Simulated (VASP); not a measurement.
Here is a VASP 6.6.1 calculation.

Contents of INCAR:

```
PREC = Accurate ; ENCUT = 600
EDIFF = 1E-6 ; ISMEAR = -1
SIGMA = 0.1 ; LREAL = False
LASPH = True ; NELM = 120
ALGO = Normal ; ISIF = 2
LWAVE = False ; LCHARG = False
GGA = PS ; NBANDS = 16
GGA_COMPAT = False
```

Contents of KPOINTS:

```
regular mesh
0
Gamma
  11 11 11
```

Contents of POSCAR:

```
CoSi2
1.0
    0.0000000000      2.6020020115      2.6020020115
    2.6020020115      0.0000000000      2.6020020115
    2.6020020115      2.6020020115      0.0000000000
Co Si
1 2
Direct
    0.0000000000      0.0000000000      0.0000000000
    0.2500000000      0.2500000000      0.2500000000
    0.7500000000      0.7500000000      0.7500000000
```

Potentials or basis: VASP PAW PBE potentials, release 64 (Co, Si).

Launch:

```sh
$ cat potpaw_PBE.64/Co/POTCAR potpaw_PBE.64/Si/POTCAR > POTCAR
$ mpirun -np 1 vasp_std > vasp.out
```

(1) What does it give for the band gap on the k mesh?

(2) What does it give for the pressure?

## Answers

(1) zero (an odd number of electrons rules out a gap without spin polarisation).

(2) 13.9 GPa.

Caveat: the cell stands under pressure; the PAW data sets were made with another functional, which shifts forces and pressure a little; the run has no spin polarisation, though such a crystal can be magnetic.
